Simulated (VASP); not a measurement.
# Co (Fm-3m) in VASP: notebook

The runs below take Co through electric field gradients, with PBE, LDA.

All numbers are computed with VASP 6.6.1; they aren't measurements. Logs are shortened: lines on timing, memory, paths and dates and some standing lists are left out, and cuts for length are marked.

## Step 1: The cell of the first run

It takes space group Fm-3m (No. 225, cubic). The conventional cell has a = 3.513 Å, b = 3.513 Å, c = 3.513 Å, α = 90.00°, β = 90.00°, γ = 90.00°. Within 3.3 Å of Co (site symmetry m-3m) lie 12 Co at 2.48 Å.

## Step 2: Electric field gradients, PBE

The input, INCAR:

```
SYSTEM = Co
PREC     = Accurate       ! precision mode
ENCUT    = 520            ! plane-wave cutoff, eV
EDIFF    = 1E-8           ! SCF threshold, eV
ISMEAR   = -1             ! smearing method
SIGMA    = 0.05           ! smearing width, eV
LREAL    = .False.        ! projectors in reciprocal space
LASPH    = .True.         ! aspherical terms in the spheres
NELM     = 100            ! most SCF steps
ALGO     = Normal         ! electronic algorithm
ISIF     = 2              ! what is computed and relaxed
LWAVE    = .False.        ! write WAVECAR
LCHARG   = .False.        ! write CHGCAR
GGA      = PE             ! functional
LEFG     = .True.       
NBANDS   = 10             ! bands
```

The input, KPOINTS:

```
Automatic mesh
0
Gamma
  18 18 18
  0 0 0
```

The input, POSCAR:

```
Co
1.0
    0.0000000000      1.7566572351      1.7566572351
    1.7566572351      0.0000000000      1.7566572351
    1.7566572351      1.7566572351      0.0000000000
Co
1
Direct
    0.0000000000      0.0000000000      0.0000000000
```

Potentials or basis: VASP PAW PBE potentials, release 64 (Co).

On the command line:

```sh
cat potpaw_PBE.64/Co/POTCAR > POTCAR
mpirun -np 1 vasp_std > vasp.out
```

OUTCAR:

```text
SYSTEM = Co
   PREC = Accurate
   ENCUT = 520
   EDIFF = 1E-8
   ISMEAR = -1
   LREAL = .False.
   LASPH = .True.
   NELM = 100
   ISIF = 2
   GGA = PE

 ion  position               nearest neighbor table
   1  0.000  0.000  0.000-

  LATTYP: Found a face centered cubic cell.
 ALAT       =     3.5133144702

  Lattice vectors:

 A1 = (   0.0000000000,   1.7566572351,   1.7566572351)
 A2 = (   1.7566572351,   0.0000000000,   1.7566572351)
 A3 = (   1.7566572351,   1.7566572351,   0.0000000000)

Analysis of symmetry for initial positions (statically):
=====================================================================
 Subroutine PRICEL returns:
 Original cell was already a primitive cell.

 Routine SETGRP: Setting up the symmetry group for a
 face centered cubic supercell.

 Subroutine GETGRP returns: Found 48 space group operations
 (whereof 48 operations were pure point group operations)
 out of a pool of 48 trial point group operations.

The static configuration has the point symmetry O_h .

Analysis of symmetry for dynamics (positions and initial velocities):
=====================================================================
 Subroutine PRICEL returns:
 Original cell was already a primitive cell.

 Routine SETGRP: Setting up the symmetry group for a
 face centered cubic supercell.

 Subroutine GETGRP returns: Found 48 space group operations
 (whereof 48 operations were pure point group operations)
 out of a pool of 48 trial point group operations.

The dynamic configuration has the point symmetry O_h .

 Subroutine INISYM returns: Found 48 space group operations
 (whereof 48 operations are pure point group operations),
 and found     1 'primitive' translations

----------------------------------------------------------------------------------------

                                     Primitive cell

  volume of cell :      10.8415

  direct lattice vectors                    reciprocal lattice vectors
     0.000000000  1.756657235  1.756657235    -0.284631509  0.284631509  0.284631509
     1.756657235  0.000000000  1.756657235     0.284631509 -0.284631509  0.284631509
     1.756657235  1.756657235  0.000000000     0.284631509  0.284631509 -0.284631509

  length of vectors
     2.484288486  2.484288486  2.484288486     0.492996235  0.492996235  0.492996235

[... 112 lines left out ...]
 maximum number of plane-waves:       303
   NGX =  9   NGY =  9   NGZ =  9

 number of electron       9.0000000 magnetization

 Free energy of the ion-electron system (eV)
  ---------------------------------------------------
  ext. energy  EPLUGINS =         0.00000000
  ---------------------------------------------------
  free energy    TOTEN  =        -6.82776654 eV

  energy without entropy =       -6.80813446  energy(sigma->0) =       -6.81795050

 E-fermi :  10.1044     XC(G=0): -13.4268

 val. band max:       10.1006606456   @ k =  -0.3333   0.3333   0.0000
 cond. band min:      10.1059713859   @ k =   0.5000   0.3889   0.0556
 fundamental gap:      0.0053107403
 Fermi energy:        10.1044422631

 k-point     1 :       0.0000    0.0000    0.0000
  band No.  band energies     occupation
      1       1.3409      2.00000
      2       8.3184      2.00000
      3       8.3184      2.00000
      4       8.3184      2.00000
      5       9.5698      1.99995
      6       9.5698      1.99995
      7      33.2297      0.00000
      8      37.8357      0.00000
      9      37.8357      0.00000
     10      37.8357      0.00000
[... 287 lines left out ...]
 k-point    24 :      -0.2222    0.0556    0.0000
  band No.  band energies     occupation
      1       3.5470      2.00000
      2       7.8438      2.00000
      3       8.5422      2.00000
      4       8.6035      2.00000
      5       9.4758      1.99999
      6       9.8452      1.98886
      7      25.7233      0.00000
      8      32.3011      0.00000
      9      35.6453      0.00000
     10      38.0809      0.00000

 [... further k-points ...]
[... 5 lines left out ...]
  --------------------------------------------------------------------------------------
  -------------------------------------------------------------------------------------
  Total       -0.8079365     -0.8079365     -0.8079365      0.0000000     -0.0000000      0.0000000
  in kB     -119.3979114   -119.3979114   -119.3979114      0.0000000     -0.0000000      0.0000000
  external PRESSURE =    -119.3979114 kB  Pullay stress =       0.0000000 kB

 VOLUME and BASIS-vectors are now :
 -----------------------------------------------------------------------------
  energy-cutoff  :      520.00
  volume of cell :       10.84
      direct lattice vectors                 reciprocal lattice vectors
     0.000000000  1.756657235  1.756657235    -0.284631509  0.284631509  0.284631509
     1.756657235  0.000000000  1.756657235     0.284631509 -0.284631509  0.284631509
     1.756657235  1.756657235  0.000000000     0.284631509  0.284631509 -0.284631509

 POSITION                                       TOTAL-FORCE (eV/Angst)
 -----------------------------------------------------------------------------------
      0.00000      0.00000      0.00000         0.000000      0.000000     -0.000000
 -----------------------------------------------------------------------------------
    total drift:                                0.000000     -0.000000     -0.000000

  FREE ENERGIE OF THE ION-ELECTRON SYSTEM (eV)
  ---------------------------------------------------
  free  energy   TOTEN  =        -6.8277665406 eV

  energy  without entropy=       -6.8081344579  energy(sigma->0) =       -6.81795050

 Electric field gradients (V/A^2)
---------------------------------------------------------------------
 ion       V_xx      V_yy      V_zz      V_xy      V_xz      V_yz
---------------------------------------------------------------------
   1      -0.000    -0.000     0.000     0.001     0.001     0.001
---------------------------------------------------------------------

 Electric field gradients after diagonalization (V/A^2)
 (convention: |V_zz| > |V_xx| > |V_yy|)
----------------------------------------------------------------------
 ion       V_xx      V_yy      V_zz     asymmetry (V_yy - V_xx)/ V_zz
----------------------------------------------------------------------
   1      -0.001    -0.001     0.002       0.000
----------------------------------------------------------------------

           NMR quadrupolar parameters

 Cq : quadrupolar parameter    Cq=e*Q*V_zz/h
 eta: asymmetry parameters     (V_yy - V_xx)/ V_zz
 Q  : nuclear electric quadrupole moment in mb (millibarn)
----------------------------------------------------------------------
 ion       Cq(MHz)       eta       Q (mb)
----------------------------------------------------------------------
   1       0.000       0.000       1.000
----------------------------------------------------------------------
```

OSZICAR:

```text
N       E                     dE             d eps       ncg     rms          rms(c)
DAV:   1     0.229597984321E+02    0.22960E+02   -0.41704E+03  3948   0.106E+03
DAV:   2    -0.742093331768E+01   -0.30381E+02   -0.28973E+02  3958   0.154E+02
DAV:   3    -0.813575713680E+01   -0.71482E+00   -0.71157E+00  4382   0.297E+01
DAV:   4    -0.814419933008E+01   -0.84422E-02   -0.84375E-02  4474   0.283E+00
DAV:   5    -0.814441809111E+01   -0.21876E-03   -0.21876E-03  4572   0.420E-01    0.101E+01
DAV:   6    -0.710487123032E+01    0.10395E+01   -0.16526E+01  4260   0.592E+01    0.398E+00
DAV:   7    -0.684682093137E+01    0.25805E+00   -0.21605E+00  4302   0.203E+01    0.115E+00
DAV:   8    -0.683088462713E+01    0.15936E-01   -0.22903E-02  5708   0.161E+00    0.404E-01
DAV:   9    -0.682775893411E+01    0.31257E-02   -0.34973E-03  5718   0.420E-01    0.735E-02
DAV:  10    -0.682776831229E+01   -0.93782E-05   -0.18591E-05  4176   0.599E-02    0.357E-02
DAV:  11    -0.682776621303E+01    0.20993E-05   -0.59975E-07  4708   0.696E-03    0.274E-03
DAV:  12    -0.682776636105E+01   -0.14802E-06   -0.97383E-09  3516   0.971E-04    0.182E-03
DAV:  13    -0.682776654346E+01   -0.18241E-06   -0.77286E-09  2186   0.873E-04    0.483E-05
DAV:  14    -0.682776654060E+01    0.28637E-08   -0.24201E-10  2004   0.211E-04
   1 F= -.68277665E+01 E0= -.68179505E+01  d E =-.196321E-01
```

Run time: 11 s. Hardware: 1 thread of Intel Xeon 6975P-C (Granite Rapids), shared host; peak memory 0.13 GiB.

What came out:

- Free energy: -6.8278 eV
- Pressure: -11.9 GPa

Caveat: without QUAD_EFG the Cq values of the log hold for a quadrupole moment of 1 mb, not for the nuclei; the run has no spin polarisation, though such a crystal can be magnetic. Spin polarisation is off, so any magnetic state and its effect on volume and gap are missing.

## Step 3: Electric field gradients, LDA, collinear spin, ferromagnetic start

The input, INCAR:

```
SYSTEM = Co
PREC     = Accurate       ! precision mode
ENCUT    = 520            ! plane-wave cutoff, eV
EDIFF    = 1E-8           ! SCF threshold, eV
ISMEAR   = -1             ! smearing method
SIGMA    = 0.05           ! smearing width, eV
LREAL    = .FALSE.        ! projectors in reciprocal space
LASPH    = .TRUE.         ! aspherical terms in the spheres
NELM     = 150            ! most SCF steps
ALGO     = Normal         ! electronic algorithm
ISIF     = 2              ! what is computed and relaxed
LWAVE    = .FALSE.        ! write WAVECAR
LCHARG   = .FALSE.        ! write CHGCAR
ISPIN    = 2              ! spin polarisation
MAGMOM   = 2              ! initial moments
LORBIT   = 11             ! projections on sites
LMAXMIX  = 4              ! l up to which the mixer works
LEFG     = .TRUE.       
NBANDS   = 14             ! bands
```

The input, KPOINTS:

```
regular mesh
0
G
  18 18 18
  0 0 0
```

POSCAR is that of step 2.

Potentials or basis: VASP PAW LDA potentials, release 64 (Co).

On the command line:

```sh
cat potpaw_LDA.64/Co/POTCAR > POTCAR
mpirun -np 1 vasp_std > vasp.out
```

OUTCAR:

```text
SYSTEM = Co
   PREC = Accurate
   ENCUT = 520
   EDIFF = 1E-8
   ISMEAR = -1
   LREAL = .FALSE.
   LASPH = .TRUE.
   NELM = 150
   ISIF = 2
   ISPIN = 2
   LORBIT = 11

 ion  position               nearest neighbor table
   1  0.000  0.000  0.000-

  LATTYP: Found a face centered cubic cell.
 ALAT       =     3.5133144702

  Lattice vectors:

 A1 = (   0.0000000000,   1.7566572351,   1.7566572351)
 A2 = (   1.7566572351,   0.0000000000,   1.7566572351)
 A3 = (   1.7566572351,   1.7566572351,   0.0000000000)

Analysis of symmetry for initial positions (statically):
=====================================================================
 Subroutine PRICEL returns:
 Original cell was already a primitive cell.

 Routine SETGRP: Setting up the symmetry group for a
 face centered cubic supercell.

 Subroutine GETGRP returns: Found 48 space group operations
[... 1022 lines left out ...]
     0.000000000  1.756657235  1.756657235    -0.284631509  0.284631509  0.284631509
     1.756657235  0.000000000  1.756657235     0.284631509 -0.284631509  0.284631509
     1.756657235  1.756657235  0.000000000     0.284631509  0.284631509 -0.284631509

 POSITION                                       TOTAL-FORCE (eV/Angst)
 -----------------------------------------------------------------------------------
      0.00000      0.00000      0.00000         0.000000      0.000000      0.000000
 -----------------------------------------------------------------------------------
    total drift:                               -0.000000     -0.000000     -0.000000

  FREE ENERGIE OF THE ION-ELECTRON SYSTEM (eV)
  ---------------------------------------------------
  free  energy   TOTEN  =        -8.0551390732 eV

  energy  without entropy=       -8.0456370119  energy(sigma->0) =       -8.05038804

 Electric field gradients (V/A^2)
---------------------------------------------------------------------
 ion       V_xx      V_yy      V_zz      V_xy      V_xz      V_yz
---------------------------------------------------------------------
   1      -0.000     0.000    -0.000     0.001     0.001     0.001
---------------------------------------------------------------------

 Electric field gradients after diagonalization (V/A^2)
 (convention: |V_zz| > |V_xx| > |V_yy|)
----------------------------------------------------------------------
 ion       V_xx      V_yy      V_zz     asymmetry (V_yy - V_xx)/ V_zz
----------------------------------------------------------------------
   1      -0.001    -0.001     0.002       0.000
----------------------------------------------------------------------

           NMR quadrupolar parameters

 Cq : quadrupolar parameter    Cq=e*Q*V_zz/h
 eta: asymmetry parameters     (V_yy - V_xx)/ V_zz
 Q  : nuclear electric quadrupole moment in mb (millibarn)
----------------------------------------------------------------------
 ion       Cq(MHz)       eta       Q (mb)
----------------------------------------------------------------------
   1       0.000       0.000       1.000
----------------------------------------------------------------------

 total charge

# of ion       s       p       d       tot
------------------------------------------
    1        0.491   0.519   7.273   8.282

 magnetization (x)

# of ion       s       p       d       tot
------------------------------------------
    1       -0.011  -0.035   1.641   1.595
```

stdout:

```text
POSCAR found type information on POSCAR Co
 POSCAR found :  1 types and       1 ions
 scaLAPACK will be used
 LDA part: xc-table for (Slater(with rela. corr.)+CA(PZ))
 , standard interpolation
 POSCAR, INCAR and KPOINTS ok, starting setup
 FFT: planning ... GRIDC
 FFT: planning ... GRID_SOFT
 FFT: planning ... GRID
 WAVECAR not read
 entering main loop
ion   1
```

Run time: 32 s. Hardware: 1 thread of Intel Xeon 6975P-C (Granite Rapids), shared host; peak memory 0.15 GiB.

What came out:

```yaml
Free_energy: -8.0551 eV
Pressure: -17.6 GPa
Net_moment: 1.59 μB per cell
Site_moments: Co +1.59 μB
Valence_electrons_inside_the_program's_atomic_spheres: Co 8.28
```

Caveat: without QUAD_EFG the Cq values of the log hold for a quadrupole moment of 1 mb, not for the nuclei.
